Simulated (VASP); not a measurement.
# W in VASP: a series of runs

The runs below take W through single point, with LDA.

Everything below comes from runs of VASP 6.6.1. Logs are shortened: lines on timing, memory, paths and dates and some standing lists are left out, and cuts for length are marked.

## 1. The cell of the first run

The cell holds a slab with vacuum, 5 atoms: a = 2.715 Å, b = 2.715 Å, c = 24.867 Å, α = 90.00°, β = 90.00°, γ = 109.47°.

## 2. Single point, LDA

Contents of INCAR:

```
SYSTEM = W
ALGO = Normal ; DIPOL = 0.5 0.5 0.500
EDIFF = 1E-7 ; ENCUT = 520
GGA = CA ; IDIPOL = 3
ISIF = 2 ; ISMEAR = -1
LASPH = .TRUE. ; LCHARG = .FALSE.
LDIPOL = .TRUE. ; LREAL = .FALSE.
LWAVE = .FALSE. ; NBANDS = 43
NELM = 80 ; PREC = Accurate
SIGMA = 0.1
```

Contents of KPOINTS:

```
k-points
0
G
  14 14 1
  0 0 0
```

Contents of POSCAR:

```
W
1.0
    2.7149357195      0.0000000000      0.0000000000
   -0.9049785732      2.5596659437      0.0000000000
    0.0000000000      0.0000000000     24.8669000000
W
5
Direct
    0.0000000000      0.0000000000      0.3246951021
    0.5000000000      0.5000000000      0.4106369042
    0.0000000000      0.0000000000      0.5000000002
    0.5000000000      0.5000000000      0.5893630965
    0.0000000000      0.0000000000      0.6753048969
```

Potentials or basis: VASP PAW LDA potentials, release 64 (W_sv).

Launch:

```console
cat potpaw_LDA.64/W_sv/POTCAR > POTCAR
mpirun -np 1 vasp_std > vasp.out
```

OUTCAR:

```text
SYSTEM = W
   EDIFF = 1E-7
   ENCUT = 520
   GGA = CA
   ISIF = 2
   ISMEAR = -1
   LASPH = .TRUE.
   LREAL = .FALSE.
   NELM = 80
   PREC = Accurate

 ion  position               nearest neighbor table
   1  0.000  0.000  0.325-   2 2.65   2 2.65   2 3.08   2 3.08
   2  0.500  0.500  0.411-   1 2.65   1 2.65   3 2.72   3 2.72   1 3.08   1 3.08   3 3.14   3 3.14

   3  0.000  0.000  0.500-   2 2.72   2 2.72   4 2.72   4 2.72   2 3.14   2 3.14   4 3.14   4 3.14

   4  0.500  0.500  0.589-   5 2.65   5 2.65   3 2.72   3 2.72   5 3.08   5 3.08   3 3.14   3 3.14

   5  0.000  0.000  0.675-   4 2.65   4 2.65   4 3.08   4 3.08

  LATTYP: Found a base centered orthorhombic cell.
 ALAT       =     3.1349377370
 B/A-ratio  =     1.4142135624
 C/A-ratio  =     7.9321830563

  Lattice vectors:

 A1 = (   2.7149357195,   0.0000000000,   0.0000000000)
 A2 = (  -0.9049785732,   2.5596659437,   0.0000000000)
 A3 = (   0.0000000000,   0.0000000000,  24.8669000000)

Analysis of symmetry for initial positions (statically):
=====================================================================
 Subroutine PRICEL returns:
 Original cell was already a primitive cell.

 Routine SETGRP: Setting up the symmetry group for a
 base centered orthorhombic supercell.

 Subroutine GETGRP returns: Found  8 space group operations
 (whereof  8 operations were pure point group operations)
 out of a pool of  8 trial point group operations.

The static configuration has the point symmetry D_2h.

Analysis of symmetry for dynamics (positions and initial velocities):
=====================================================================
 Subroutine PRICEL returns:
 Original cell was already a primitive cell.

 Routine SETGRP: Setting up the symmetry group for a
 base centered orthorhombic supercell.

 Subroutine GETGRP returns: Found  8 space group operations
 (whereof  8 operations were pure point group operations)
 out of a pool of  8 trial point group operations.

The dynamic configuration has the point symmetry D_2h.

 Subroutine INISYM returns: Found  8 space group operations
 (whereof  8 operations are pure point group operations),
 and found     1 'primitive' translations

----------------------------------------------------------------------------------------

                                     Primitive cell

  volume of cell :     172.8083

  direct lattice vectors                    reciprocal lattice vectors
     2.714935720  0.000000000  0.000000000     0.368332846  0.130225327  0.000000000
    -0.904978573  2.559665944  0.000000000     0.000000000  0.390675980  0.000000000
     0.000000000  0.000000000 24.866900000     0.000000000  0.000000000  0.040214100

  length of vectors
     2.714935720  2.714935720 24.866900000     0.390675980  0.390675980  0.040214100

  position of ions in fractional coordinates (direct lattice)
     0.000000000  0.000000000  0.324695102
     0.500000000  0.500000000  0.410636904
     0.000000000  0.000000000  0.500000000
     0.500000000  0.500000000  0.589363097
     0.000000000  0.000000000  0.675304897

  ion indices of the primitive-cell ions
   primitive index   ion index
                 1           1
                 2           2
                 3           3
                 4           4
                 5           5

----------------------------------------------------------------------------------------

 KPOINTS: k-points

Automatic generation of k-mesh.
 Grid dimensions read from file:
 generate k-points for:   14   14    1

 Generating k-lattice:

  Cartesian coordinates                     Fractional coordinates (reciprocal lattice)
     0.026309489  0.009301809  0.000000000     0.071428571  0.000000000  0.000000000
     0.000000000  0.027905427  0.000000000     0.000000000  0.071428571  0.000000000
     0.000000000  0.000000000  0.040214100     0.000000000  0.000000000  1.000000000

  Length of vectors
     0.027905427  0.027905427  0.040214100

  Shift w.r.t. Gamma in fractional coordinates (k-lattice)
     0.000000000  0.000000000  0.000000000

 Subroutine IBZKPT returns following result:
 ===========================================

 Found     57 irreducible k-points:

 Following reciprocal coordinates:
            Coordinates               Weight
  0.000000  0.000000  0.000000      1.000000
  0.071429  0.000000  0.000000      4.000000
  0.142857  0.000000  0.000000      4.000000
  0.214286  0.000000  0.000000      4.000000
  0.285714  0.000000  0.000000      4.000000
  0.357143  0.000000  0.000000      4.000000
[... 16 lines left out ...]
  0.214286  0.142857  0.000000      4.000000
  0.285714  0.142857  0.000000      4.000000
 [... further k-points ...]
   k-points           NKPTS =     57   k-points in BZ     NKDIM =     57   number of bands    NBANDS=     43
   number of dos      NEDOS =    301   number of ions     NIONS =      5
   total plane-waves  NPLWV =  76800
   dimension x,y,z NGX =    20 NGY =   20 NGZ =  192
   dimension x,y,z NGXF=    40 NGYF=   40 NGZF=  384
   ions per type =               5
   NGX,Y,Z   is equivalent  to a cutoff of  12.25, 12.25, 12.84 a.u.
   NGXF,Y,Z  is equivalent  to a cutoff of  24.49, 24.49, 25.67 a.u.
 SYSTEM =  W
   PREC   = accura    normal or accurate (medium, high low for compatibility)
   ISTART =      0    job   : 0-new  1-cont  2-samecut
   ICHARG =      2    charge: 1-file 2-atom 10-const
   ISPIN  =      1    spin polarized calculation?
   LNONCOLLINEAR =      F non collinear calculations
   LSORBIT =      F    spin-orbit coupling
   LASPH  =      T    aspherical Exc in radial PAW
   ENCUT  =  520.0 eV  38.22 Ry    6.18 a.u.   5.05  5.05 46.24*2*pi/ulx,y,z
   NELM   =     80;   NELMIN=  2; NELMDL= -5     # of ELM steps
   EDIFF  = 0.1E-06   stopping-criterion for ELM
   LREAL  =      F    real-space projection
   EDIFFG = 0.1E-05   stopping-criterion for IOM
   NSW    =      0    number of steps for IOM
   IBRION =     -1    ionic relax: 0-MD 1-quasi-New 2-CG
   NFREE  =      0    steps in history (QN), initial steepest desc. (CG)
   ISIF   =      2    stress and relaxation
   ISYM   =      2    0-nonsym 1-usesym 2-fastsym
   POTIM  = 0.5000    time-step for ionic-motion
   TEBEG  =    0.0;   TEEND  =   0.0 temperature during run
   PSTRESS=    0.0 pullay stress
   NELECT =      70.0000    total number of electrons
   NUPDOWN=      -1.0000    fix difference up-down
   EMIN   =  10.00;   EMAX   =-10.00  energy-range for DOS
   EFERMI =   0.00;   METHOD = LEGACY
   ISMEAR =    -1;   SIGMA  =   0.10  broadening in eV -4-tet -1-fermi 0-gaus
   EFERMI_NEDOS =   21; number of points for ismear=-14 and -15
   IALGO  =     38    algorithm
   IMIX   =      4    mixing-type and parameters
     AMIX     =   0.40;   BMIX     =  1.00
     AMIX_MAG =   1.60;   BMIX_MAG =  1.00
  volume/ion in A,a.u.               =      34.56       233.23
  Fermi-wavevector in a.u.,A,eV,Ry     =   1.211303  2.289030 19.963205  1.467254
  Thomas-Fermi vector in A             =   2.346822
   LORBIT       =      0    0 simple, 1 ext, 2 COOP (PROOUT), +10 PAW based schemes
   GGA     = CA    functional components
   LHFCALC =     F    Hartree Fock is set to
   AEXX    =    0.0000 exact exchange contribution
   IVDW    =     0    specifies the selected vdW correction
   LEPSILON=     F    determine dielectric tensor
   LRPA    =     F    only Hartree local field effects (RPA)
 non-spin polarized calculation
  energy-cutoff  :      520.00
  volume of cell :      172.81
 maximum number of plane-waves:      4706
   NGX = 11   NGY = 11   NGZ = 93

 dipolmoment           0.000000      0.000000     -0.000000 electrons x Angstroem

 number of electron      70.0000007 magnetization

 dipolmoment           0.000000      0.000000      0.000000 electrons x Angstroem

 Free energy of the ion-electron system (eV)
  ---------------------------------------------------
  ext. energy  EPLUGINS =         0.00000000
  ---------------------------------------------------
  free energy    TOTEN  =       -67.41251833 eV

  energy without entropy =      -67.29879988  energy(sigma->0) =      -67.35565911

 E-fermi :   2.5119     XC(G=0):  -7.1096

 val. band max:        2.5102262486   @ k =   0.0000   0.0000   0.0000
 cond. band min:       2.5326422037   @ k =  -0.2857   0.1429   0.0000
 fundamental gap:      0.0224159551
 Fermi energy:         2.5119393923

 k-point     1 :       0.0000    0.0000    0.0000
  band No.  band energies     occupation
      1     -71.2384      2.00000
      2     -71.2032      2.00000
      3     -71.1254      2.00000
      4     -70.9931      2.00000
      5     -70.9918      2.00000
      6     -36.3681      2.00000
[... 35 lines left out ...]
     42       4.4695      0.00000
     43       4.7171      0.00000

 k-point     2 :       0.0714    0.0000    0.0000
  band No.  band energies     occupation
      1     -71.2330      2.00000
      2     -71.1986      2.00000
      3     -71.1224      2.00000
      4     -70.9899      2.00000
      5     -70.9887      2.00000
      6     -36.3489      2.00000
[... 35 lines left out ...]
     42       4.4131      0.00000
     43       4.6299      0.00000

 k-point     3 :       0.1429    0.0000    0.0000
  band No.  band energies     occupation
      1     -71.2174      2.00000
      2     -71.1859      2.00000
      3     -71.1141      2.00000
      4     -70.9811      2.00000
      5     -70.9801      2.00000
      6     -36.2942      2.00000
[... 919 lines left out ...]
      6     -36.1180      2.00000
[... 35 lines left out ...]
     42       5.3130      0.00000
     43       5.3769      0.00000

 k-point    24 :       0.2857    0.1429    0.0000
  band No.  band energies     occupation
      1     -71.1334      2.00000
      2     -71.1256      2.00000
      3     -71.0873      2.00000
      4     -70.9423      2.00000
      5     -70.9423      2.00000
      6     -36.2001      2.00000
[... 35 lines left out ...]
     42       5.5095      0.00000
     43       5.5576      0.00000

 [... further k-points ...]

------------------------ aborting loop because EDIFF is reached ----------------------------------------

 vacuum level on the upper side and lower side of the slab       (xc-potential included)        -0.168        -0.168

  FORCE on cell =-STRESS in cart. coord.  units (eV):
  Direction    XX          YY          ZZ          XY          YZ          ZX
  --------------------------------------------------------------------------------------
  -------------------------------------------------------------------------------------
  Total       -2.6410547     -2.9741405      0.7761316     -0.4710546      0.0000000      0.0000000
  in kB      -24.4863179    -27.5744958      7.1958392     -4.3673430      0.0000000      0.0000000
  external PRESSURE =     -14.9549915 kB  Pullay stress =       0.0000000 kB

 VOLUME and BASIS-vectors are now :
 -----------------------------------------------------------------------------
  energy-cutoff  :      520.00
  volume of cell :      172.81
      direct lattice vectors                 reciprocal lattice vectors
     2.714935720  0.000000000  0.000000000     0.368332846  0.130225327  0.000000000
    -0.904978573  2.559665944  0.000000000     0.000000000  0.390675980  0.000000000
     0.000000000  0.000000000 24.866900000     0.000000000  0.000000000  0.040214100

 POSITION                                       TOTAL-FORCE (eV/Angst)
 -----------------------------------------------------------------------------------
      0.00000      0.00000      8.07416         0.000000      0.000000     -0.099232
      0.90498      1.27983     10.21127        -0.000000      0.000000      0.007489
      0.00000      0.00000     12.43345        -0.000000      0.000000      0.000000
      0.90498      1.27983     14.65563        -0.000000      0.000000     -0.007489
      0.00000      0.00000     16.79274         0.000000      0.000000      0.099232
 -----------------------------------------------------------------------------------
    total drift:                               -0.000000      0.000000      0.000006

  FREE ENERGIE OF THE ION-ELECTRON SYSTEM (eV)
  ---------------------------------------------------
  free  energy   TOTEN  =       -67.4125183274 eV

  energy  without entropy=      -67.2987998834  energy(sigma->0) =      -67.35565911

 vacuum level on the upper side and lower side of the slab         7.424         7.424
```

It took 7.8 min on 1 thread of Intel Xeon Platinum 8488C (Sapphire Rapids), shared host; peak memory 0.41 GiB.

Results:

- Free energy: -67.4125 eV
- Largest force: 0.099 eV/Å
- Band gap on the k mesh: zero (band 35 reaches 3.91 eV, above the bottom of band 36 at 1.74 eV)

Forces in eV/Å, atoms in the order of the input:
```
W    0.000  0.000 -0.099
W    0.000  0.000  0.007
W    0.000  0.000  0.000
W    0.000  0.000 -0.007
W    0.000  0.000  0.099
```

Levels at points of the mesh, in eV from the Fermi level:
| k point | band 33 | band 34 | band 35 | band 36 | band 37 | band 38 |
| --- | --- | --- | --- | --- | --- | --- |
| (0.00, 0.00, 0.00) | -1.33 | -1.27 | -1.07 | -0.05 | 0.00 | 0.87 |
| (0.50, 0.00, 0.00) | -0.61 | 0.65 | 1.40 | 1.82 | 1.84 | 1.96 |
| (0.50, 0.50, 0.00) | 0.39 | 0.80 | 0.99 | 1.86 | 2.03 | 2.08 |

Caveat: spin-orbit coupling is left out, which moves the levels of the heavy elements.

## 3. Single point, LDA

Contents of INCAR:

```
ALGO = Normal ; DIPOL = 0.5 0.5 0.500
EDIFF = 1E-6 ; ENCUT = 520
GGA = CA ; IDIPOL = 3
ISIF = 2 ; ISMEAR = -1
LASPH = T ; LCHARG = F
LDIPOL = T ; LREAL = F
LWAVE = F ; NBANDS = 43
NELM = 60 ; PREC = Accurate
SIGMA = 0.1
```

Contents of KPOINTS:

```
k-points
0
Gamma
  14 14 1
```

POSCAR is that of step 2.

Potentials or basis: VASP PAW LDA potentials, release 64 (W_sv).

Launch:

```console
cat potpaw_LDA.64/W_sv/POTCAR > POTCAR
mpirun -np 1 vasp_std > vasp.out
```

Run time: 7 min. Hardware: 1 thread of Intel Xeon Platinum 8488C (Sapphire Rapids), shared host; peak memory 0.41 GiB.

Results (log left out):

| Property | Result |
| --- | --- |
| Free energy | -67.4125 eV |
| Largest force | 0.099 eV/Å |
| Band gap on the k mesh | zero (band 35 reaches 3.91 eV, above the bottom of band 36 at 1.74 eV) |

Forces in eV/Å, atoms in the order of the input:
```
W    0.000  0.000 -0.099
W    0.000  0.000  0.007
W    0.000  0.000  0.000
W    0.000  0.000 -0.007
W    0.000  0.000  0.099
```

Levels at points of the mesh, in eV from the Fermi level:
```
           k point  band 33  band 34  band 35  band 36  band 37  band 38
(0.00, 0.00, 0.00)    -1.33    -1.27    -1.07    -0.05     0.00     0.87
(0.50, 0.00, 0.00)    -0.61     0.65     1.40     1.82     1.84     1.96
(0.50, 0.50, 0.00)     0.39     0.80     0.99     1.86     2.03     2.08
```

Caveat: spin-orbit coupling is left out, which moves the levels of the heavy elements.

## 4. Single point, LDA

Contents of INCAR:

```
  PREC = Accurate
  ENCUT = 520
  EDIFF = 1E-6
  ISMEAR = -1
  SIGMA = 0.1
  LREAL = False
  LASPH = True
  NELM = 100
  ALGO = Normal
  ISIF = 2
  LWAVE = False
  LCHARG = False
  GGA = CA
  NBANDS = 43
```

Contents of KPOINTS:

```
Automatic mesh
0
Gamma
  14 14 1
```

POSCAR is that of step 3.

Launch:

```console
cat potpaw_LDA.64/W_sv/POTCAR > POTCAR
mpirun -np 1 vasp_std > vasp.out
```

Wall time 22 min (1 thread of AMD EPYC 7R13, shared host); peak memory 0.38 GiB.

It converged, with:

```yaml
Free_energy: -67.4125 eV
Largest_force: 0.099 eV/Å
Band_gap_on_the_k_mesh: zero (band 35 reaches 3.91 eV, above the bottom of band 36 at 1.74 eV)
```

Forces on the atoms (eV/Å):
```
W    0.000  0.000 -0.099
W    0.000  0.000  0.007
W    0.000  0.000  0.000
W    0.000  0.000 -0.007
W    0.000  0.000  0.099
```

Levels at points of the mesh, in eV from the Fermi level:
```
           k point  band 31  band 32  band 33  band 34  band 35  band 36  band 37  band 38  band 39  band 40
(0.00, 0.00, 0.00)    -1.45    -1.41    -1.33    -1.27    -1.07    -0.05     0.00     0.87     1.60     1.78
(0.50, 0.00, 0.00)    -1.81    -1.10    -0.61     0.65     1.40     1.82     1.84     1.96     2.22     2.26
(0.50, 0.50, 0.00)    -1.47    -0.37     0.39     0.80     0.99     1.86     2.03     2.08     2.13     4.14
```

Caveat: spin-orbit coupling is left out, which moves the levels of the heavy elements.

## 5. Single point, LDA

Contents of INCAR:

```
SYSTEM = W
PREC = Accurate
ENCUT = 520
EDIFF = 1E-6
ISMEAR = -1
SIGMA = 0.1
LREAL = .FALSE.
LASPH = .TRUE.
NELM = 80
ALGO = Normal
ISIF = 2
LWAVE = .FALSE.
LCHARG = .TRUE.
LDIPOL = .TRUE.
IDIPOL = 3
DIPOL = 0.5 0.5 0.500
LELF = .TRUE.
LVHAR = .TRUE.
LVACPOTAV = .TRUE.
NBANDS = 43
```

Contents of KPOINTS:

```
regular mesh
0
G
  14 14 1
  0 0 0
```

Contents of POSCAR:

```
W
1.0
    2.7149357195      0.0000000000      0.0000000000
   -0.9049785732      2.5596659437      0.0000000000
    0.0000000000      0.0000000000     24.8669000000
W
5
Direct
    0.0000000000      0.0000000000      0.3217119359
    0.5000000000      0.5000000000      0.4108559677
    0.0000000000      0.0000000000      0.5000000000
    0.5000000000      0.5000000000      0.5891440323
    0.0000000000      0.0000000000      0.6782880641
```

Launch:

```console
cat potpaw_LDA.64/W_sv/POTCAR > POTCAR
mpirun -np 1 vasp_std > vasp.out
```

Wall time 8.1 min (1 thread of Intel Xeon 6975P-C (Granite Rapids), shared host); peak memory 0.4 GiB.

It converged, with:

```yaml
Free_energy: -67.3705 eV
Largest_force: 0.675 eV/Å
Band_gap_on_the_k_mesh: zero (band 35 reaches 3.86 eV, above the bottom of band 36 at 1.69 eV)
```

Forces on the atoms (eV/Å):
```
W    0.000  0.000  0.590
W    0.000  0.000 -0.675
W    0.000  0.000  0.000
W    0.000  0.000  0.675
W    0.000  0.000 -0.590
```

Levels at points of the mesh, in eV from the Fermi level:
| k point | band 32 | band 33 | band 34 | band 35 | band 36 | band 37 | band 38 | band 39 |
| --- | --- | --- | --- | --- | --- | --- | --- | --- |
| (0.00, 0.00, 0.00) | -1.49 | -1.36 | -1.34 | -0.96 | -0.14 | 0.19 | 0.70 | 1.58 |
| (0.50, 0.00, 0.00) | -1.12 | -0.58 | 0.67 | 1.39 | 1.80 | 1.85 | 1.94 | 2.28 |
| (0.50, 0.50, 0.00) | -0.31 | 0.41 | 0.58 | 0.92 | 1.64 | 1.90 | 1.97 | 2.06 |

Caveat: spin-orbit coupling is left out, which moves the levels of the heavy elements.

(Part 1 of 2 ends here.)
